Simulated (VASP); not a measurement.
Crystal: Al.

```
Al
1.0
    -1.56971    1.56971    1.56971
     1.56971   -1.56971    1.56971
     1.56971    1.56971   -1.56971
Al
1
Direct
  0.00000 0.00000 0.00000
```

Base run:

* Program: VASP 6.6.1
* Functional: PBE0
* Potentials or basis: VASP PAW PBE potentials, release 64 (Al)
* Cutoff: 520 eV
* k mesh: 8 × 8 × 8
* Occupations: fermi-dirac, width 0.05 eV
* Spin: no spin polarisation

Its results: pressure 6.1 GPa.

**Question.** The run is repeated on the same cell with these changes: cutoff from 520 eV to 400 eV; k mesh from 8 × 8 × 8 to 6 × 6 × 6. What comes out?

**Answer.** Pressure 7.3 GPa.

Caveats: some runs use coarse meshes; the PAW data sets were made with another functional, which shifts forces and pressure a little.
